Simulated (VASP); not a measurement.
A run of VASP 6.6.1 is set up as follows.

File INCAR:

```
  ALGO = Normal
  EDIFF = 1E-8
  ENCUT = 520
  GGA = PE
  ISIF = 2
  ISMEAR = -1
  LASPH = T
  LCHARG = F
  LEFG = T
  LREAL = F
  LWAVE = F
  NBANDS = 18
  NELM = 80
  PREC = Accurate
  SIGMA = 0.05
```

The input KPOINTS:

```
k-points
0
Gamma
  13 13 13
```

Contents of POSCAR:

```
ZnAu
1.0
    3.2087215522      0.0000000000      0.0000000000
    0.0000000000      3.2087215522      0.0000000000
    0.0000000000      0.0000000000      3.2087215522
Zn Au
1 1
Direct
    0.5000000000      0.5000000000      0.5000000000
    0.0000000000      0.0000000000      0.0000000000
```

Potentials or basis: VASP PAW PBE potentials, release 64 (Zn, Au).

Launch:

```sh
$ cat potpaw_PBE.64/Zn/POTCAR potpaw_PBE.64/Au/POTCAR > POTCAR
$ mpirun -np 1 vasp_std > vasp.out
```

Question: Predict the pressure.

Answer: -2.2 GPa.

Caveat: without QUAD_EFG the Cq values of the log hold for a quadrupole moment of 1 mb, not for the nuclei.
